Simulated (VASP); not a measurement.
SrCl2, 3 atoms in the cell. It takes space group I4/mmm (No. 139, tetragonal). Conventional cell: a = 4.516 Å, b = 4.516 Å, c = 8.303 Å, α = 90.00°, β = 90.00°, γ = 90.00°. Within 4.0 Å of Sr (site symmetry 4/mmm) lie 8 Cl at 3.07 Å. Within 4.0 Å of Cl (site symmetry -4m2) lie 4 Sr at 3.07 Å and 4 Cl at 3.19 Å.  This cell differs from its parent crystal: ratio of the length along z to the lengths across it x 1.3, volume and fractional coordinates fixed.

```yaml
Program: VASP 6.6.1
Task: single point
Functional: r2SCAN
Potentials_or_basis: VASP PAW PBE potentials, release 64 (Sr_sv, Cl)
Cutoff: 520 eV
k_mesh: 6 × 6 × 6
Occupations: gaussian, width 0.05 eV
Spin: no spin polarisation
Dipole_correction: no
Further_INCAR_settings: ALGO = Normal; EDIFF = 1e-07; NBANDS = 19
```

Potentials or basis: VASP PAW PBE potentials, release 64 (Sr_sv, Cl).

Launch:

```bash
$ cat potpaw_PBE.64/Sr_sv/POTCAR potpaw_PBE.64/Cl/POTCAR > POTCAR
$ cp INCAR.step1 INCAR
$ mpirun -np 1 vasp_std > vasp.out
$ cp INCAR.step2 INCAR
$ mpirun -np 1 vasp_std > vasp.out
```

Hardware: 1 thread of Intel(R) Xeon(R) 6975P-C (Granite Rapids), with other jobs on the host.

**Question.** Estimate the wall time of this run.

**Answer.** Run time: 100 s on 1 thread of Intel(R) Xeon(R) 6975P-C (Granite Rapids), with other jobs on the host, peak memory 0.27 GiB. Counts: k points 30.
